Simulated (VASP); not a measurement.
Input of a VASP 6.6.1 run:

Contents of POSCAR:

```
CdF2
1.0
    2.6788911857      2.6788911857      0.0000000000
   -2.6788911857      2.6788911857      0.0000000000
    0.0000000000      2.6788911857      2.6788911857
Cd F
1 2
Direct
    0.0000000000      0.0000000000      0.0000000000
    0.2500000000      0.7500000000      0.5000000000
    0.7500000000      0.2500000000      0.5000000000
```

Contents of INCAR.step1:

```
SYSTEM = CdF2
PREC = Accurate
ENCUT = 770
ISMEAR = 0
SIGMA = 0.01
LREAL = .False.
LASPH = .True.
NELM = 120
NBANDS = 24
GGA = PE
ALGO = Normal
EDIFF = 1E-5
LWAVE = .True.
LCHARG = .False.
GGA_COMPAT = .False.
```

INCAR.step2

```
SYSTEM = CdF2
PREC = Accurate
ENCUT = 770
EDIFF = 1E-6
ISMEAR = 0
SIGMA = 0.01
LREAL = .False.
LASPH = .True.
NELM = 120
ALGO = Normal
ISIF = 2
LWAVE = .False.
LCHARG = .False.
METAGGA = R2SCAN
LMIXTAU = .True.
NBANDS = 24
ISTART = 1
GGA_COMPAT = .False.
```

The input KPOINTS:

```
Automatic mesh
0
Gamma
  8 8 8
  0 0 0
```

Potentials or basis: VASP PAW PBE potentials, release 64 (Cd_sv_GW, F).

Command:

```console
$ cat potpaw_PBE.64/Cd_sv_GW/POTCAR potpaw_PBE.64/F/POTCAR > POTCAR
$ cp INCAR.step1 INCAR
$ mpirun -np 1 vasp_std > vasp.out
$ cp INCAR.step2 INCAR
$ mpirun -np 1 vasp_std > vasp.out
```

(1) Estimate the band gap on the k mesh.

(2) Estimate the pressure.

Answers

(1) 3.85 eV (least direct gap 4.35 eV).

(2) 1.6 GPa.

Caveat: the PAW data sets were made with another functional, which shifts forces and pressure a little.
